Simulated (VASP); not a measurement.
AlFe, 2 atoms in the cell. The structure is cubic, space group Pm-3m (No. 221). The conventional cell has a = 2.967 Å, b = 2.967 Å, c = 2.967 Å, α = 90.00°, β = 90.00°, γ = 90.00°. Within 3.4 Å of Al (site symmetry m-3m) lie 8 Fe at 2.57 Å and 6 Al at 2.97 Å. Within 3.4 Å of Fe (site symmetry m-3m) lie 8 Al at 2.57 Å and 6 Fe at 2.97 Å.  This cell differs from its parent crystal: volume scaled by 1.10.

- Program: VASP 6.6.1
- Task: single point
- Functional: PBE
- Potentials or basis: VASP PAW PBE potentials, release 64 (Al, Fe)
- Cutoff: 520 eV
- k mesh: 14 × 14 × 14
- Occupations: gaussian, width 0.1 eV
- Spin: collinear spin, ferromagnetic start
- Starting moments: [0.0, 0.77] μB
- Dipole correction: no
- Further INCAR settings: ALGO = Fast; EDIFF = 1e-06; NBANDS = 16

Potentials or basis: VASP PAW PBE potentials, release 64 (Al, Fe).

Run with:

```sh
$ cat potpaw_PBE.64/Al/POTCAR potpaw_PBE.64/Fe/POTCAR > POTCAR
$ mpirun -np 1 vasp_std > vasp.out
```

Hardware: 1 thread of Intel(R) Xeon(R) 6975P-C (Granite Rapids), with other jobs on the host.

Task: Estimate the wall time of this run.

Result: Run time: 30 s on 1 thread of Intel(R) Xeon(R) 6975P-C (Granite Rapids), with other jobs on the host, peak memory 0.2 GiB. Counts: scf iterations 15, k points 120.
